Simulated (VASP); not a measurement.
## HfB: single point with PBE

Crystal: HfB.

```
CELL_PARAMETERS angstrom
0.00000 2.30945 2.30945
2.30945 0.00000 2.30945
2.30945 2.30945 0.00000
ATOMIC_POSITIONS crystal
Hf 0.50000 0.50000 0.50000
B 0.00000 0.00000 0.00000
```

* Program: VASP 6.6.1
* Task: single point
* Functional: PBE
* Potentials or basis: VASP PAW PBE potentials, release 64 (Hf_pv, B)
* Cutoff: 520 eV
* k mesh: 16 × 16 × 16
* Occupations: gaussian, width 0.1 eV
* Spin: no spin polarisation

The pressure is 30.9 GPa.

Levels at points of the mesh, in eV from the Fermi level:
```tsv
k point	band 3	band 4	band 5	band 6	band 7	band 8	band 9	band 10	band 11	band 12
(0.00, 0.00, 0.00)	-28.30	-9.58	2.19	2.19	2.19	3.95	3.95	3.95	4.22	4.22
(0.50, 0.00, 0.00)	-28.38	-5.03	-4.07	-1.38	-1.38	6.54	6.54	7.59	8.45	14.02
(0.50, 0.50, 0.00)	-28.56	-6.75	-1.11	-0.91	2.37	2.37	6.25	7.91	7.91	9.44
```

Run time: 24 s on 1 thread of Intel(R) Xeon(R) Platinum 8375C CPU @ 2.90GHz (Ice Lake), with other jobs on the host, peak memory 0.18 GiB.

Caveat: spin-orbit coupling is left out, which moves the levels of the heavy elements.
